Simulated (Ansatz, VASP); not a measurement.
**TaAs in VASP and in Ansatz**

```xyz
2
Lattice="3.4191 0.0000 0.0000 -1.7095 2.9610 0.0000 0.0000 0.0000 3.4753" Properties=species:S:1:pos:R:3 pbc="T T T"
Ta    0.0000    1.9740    1.7377
As    0.0000    0.0000    0.0000
```

Alike in both runs: functional PBE; k mesh 6 × 6 × 6; occupations gaussian, width 0.1 eV; no spin polarisation.

Ansatz relaxed the structure, and its values are those at the end. VASP's run is a single point on that final structure, the one shown.

|  | VASP | Ansatz |
| --- | --- | --- |
| version | VASP 6.6.1 | Ansatz 0.2.0 |
| potentials or method | VASP PAW PBE potentials, release 64 (Ta_pv, As), cutoff 520 eV | scalar-relativistic, plane waves, PAW |
| valence electrons in the cell | 16 | 28 |

|  | VASP | Ansatz | Ansatz less VASP |
| --- | --- | --- | --- |
| gap on the k mesh at the Fermi level (eV) | none | none | - |
| pressure (GPa) | 0.6 | 0.1 | -0.44 |

A gap of «none» marks a metal or a gap that the smearing closes. The functional is the same, so the differences come from potentials, cutoffs and numerics. VASP's potentials hold 16 valence electrons a cell and Ansatz's 28, so a difference there can come from the potentials and not from the codes.

Neither program's run includes spin-orbit coupling.
